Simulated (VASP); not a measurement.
A run of VASP 6.6.1 is set up as follows.

The input INCAR:

```
PREC = Accurate
ENCUT = 1000
EDIFF = 1E-6
ISMEAR = -1
SIGMA = 0.02
LREAL = Auto
LASPH = True
NELM = 120
ALGO = Normal
ISIF = 2
LWAVE = False
LCHARG = False
GGA = PE
IVDW = 12
NBANDS = 69
GGA_COMPAT = False
```

File KPOINTS:

```
Automatic mesh
0
Gamma
  1 1 1
```

File POSCAR:

```
H22CO11
1.0
    7.1203670000      0.0000000000      0.0000000000
    0.0000000000      7.1203670000      0.0000000000
    0.0000000000      0.0000000000      7.1203670000
O H C
11 22 1
Direct
    0.5436096201      0.1374226918      0.4633609475
    0.0991802810      0.6211337140      0.3859913401
    0.5287227470      0.8943499682      0.9473107215
    0.8838589359      0.5759113259      1.0066756391
    0.4761552319      0.5784252413      0.2773452548
    0.3758514133      0.4110743168      0.7976836025
    0.3072734874      1.0639901005      0.2475293759
    0.7144715996      0.8422318681      0.6435061564
    0.7586406712      0.8619639971      0.2407460177
    0.2529785333      0.7460430059      0.8289881687
   -0.0924250112      0.2230222122      0.6884055274
    0.2433863311      0.3728319060     -0.2051017876
    0.5913037909      0.1260609179      0.3365978186
    0.0169373292      0.5773719248      0.2869374570
    0.2177415855      0.5545360232      0.3672703949
    0.4858176552      1.0053414382      1.0163099739
   11.7460097211     13.5779518106     -0.9926875960
    0.9130990018      0.6977168452      1.0690319755
    1.3980178269      0.8412347285      0.8933809170
    0.5269110426      0.4568163411      0.2416588920
    0.4340366164      0.6369755941      0.1604552125
    0.4317193201      0.3299127699      0.7012700329
    0.3065431880      0.6320460729      0.7710838500
    0.2572620203      0.9452743096      0.2934680193
    0.1998773378      1.1470195286      0.2591579900
    0.6520029094      0.8842521741      0.7663649921
    0.6325095322      0.7414505460      0.5986770064
    0.6949922666      0.8801512619      0.1190107195
    0.6653308741      0.7860971211      0.3061499499
    0.1093623405      0.7561408000      0.7851421142
    0.6340403521      1.0598891883      0.5323321115
   -0.1065394523      0.5206754090      0.6977589779
   -0.1822377976      0.2678794506      0.5954889685
   -1.0671500500     -0.3392943088      0.7596237666
```

Potentials or basis: VASP PAW PBE potentials, release 64 (O_h, H_h, C_h).

The run is started by

```console
$ cat potpaw_PBE.64/O_h/POTCAR potpaw_PBE.64/H_h/POTCAR potpaw_PBE.64/C_h/POTCAR > POTCAR
$ mpirun -np 1 vasp_gam > vasp.out
```

Task: What does it give for the largest force?

Result: 1.637 eV/Å.

Task: What does it give for the dispersion energy per atom?

Result: -0.035 eV.

Task: Predict the pressure.

Result: 0.8 GPa.

Forces on the atoms (eV/Å):
```
O    0.908  0.653  1.040
O   -0.007  0.208  0.134
O    0.236  0.484  0.285
O    0.140  0.892 -1.143
O    0.052 -0.025 -0.122
O   -0.043 -0.660 -0.366
O   -1.095 -0.298 -1.179
O    0.559 -1.015  0.546
O    0.473  0.052 -0.386
O    0.542  0.356 -0.013
O    0.199  0.673  0.236
H    0.039 -0.213  0.022
H   -0.160 -0.161 -0.010
H   -0.046 -0.185  0.121
H    0.029  0.046  0.027
H   -0.098  0.049 -0.069
H    0.003 -0.260 -0.005
H   -0.228 -0.025  0.265
H   -0.010 -0.074 -0.027
H   -0.129 -0.100  0.110
H   -0.017 -0.067 -0.043
H    0.095  0.003 -0.010
H   -0.037 -0.090  0.132
H   -0.003  0.020  0.130
H   -0.045  0.012 -0.009
H    0.046  0.037  0.029
H   -0.159  0.109 -0.010
H   -0.127  0.084  0.040
H    0.129 -0.088  0.041
H   -0.032 -0.118  0.075
H    0.212  0.223  0.091
H   -0.306  0.007  0.053
H    0.069 -0.068 -0.089
C   -1.186 -0.461  0.100
```

Caveat: the k points lie up to 0.88 Å⁻¹ apart, too coarse for converged energies, forces and pressures; the atoms stand as in a frame of molecular dynamics.
